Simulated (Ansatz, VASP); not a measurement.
# LaAs: VASP beside Ansatz

```
La As
1.0
     0.00000    2.99213    2.99213
     2.99213    0.00000    2.99213
     2.99213    2.99213    0.00000
La As
1 1
Direct
  0.00000 0.00000 0.00000
  0.50000 0.50000 0.50000
```

Change from the starting cell: volume scaled by 0.9, LAPW.

Alike in both runs: task single point; functional PBEsol; k mesh 10 × 10 × 10; occupations fermi-dirac, width 0.05 eV; no spin polarisation.

```csv
,VASP,Ansatz
version,VASP 6.6.1,Ansatz 0.2.0
potentials or method,"VASP PAW PBE potentials, release 64 (La, As), cutoff 520 eV","all-electron LAPW, scalar-relativistic"
```

|  | VASP | Ansatz | Ansatz less VASP |
| --- | --- | --- | --- |
| pressure (GPa) | 5.1 | 5.1 | -0.01 |

VASP's potentials were made for PBE, not for PBEsol. Ansatz ran all-electron here, and VASP with PAW potentials.

Spin-orbit coupling is off throughout.
